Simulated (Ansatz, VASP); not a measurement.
## Two plane-wave programs on Rb

```xyz
1
Lattice="-2.8025 2.8025 2.8025 2.8025 -2.8025 2.8025 2.8025 2.8025 -2.8025" Properties=species:S:1:pos:R:3 pbc="T T T"
Rb    0.0000    0.0000    0.0000
```

Alike in both runs: task single point; functional r2SCAN; k mesh 6 × 6 × 6; occupations fermi-dirac, width 0.05 eV; no spin polarisation.

```csv
,VASP,Ansatz
version,VASP 6.6.1,Ansatz 0.2.0
potentials or method,"VASP PAW PBE potentials, release 64 (Rb_sv), cutoff 550 eV","plane waves, PAW"
valence electrons in the cell,9,9
```

Ansatz gave:

```
pressure (GPa) : 0.2
```

Which values does VASP return?

Pressure (GPa): 0.3.

VASP's potentials were made for PBE, not for r2SCAN.
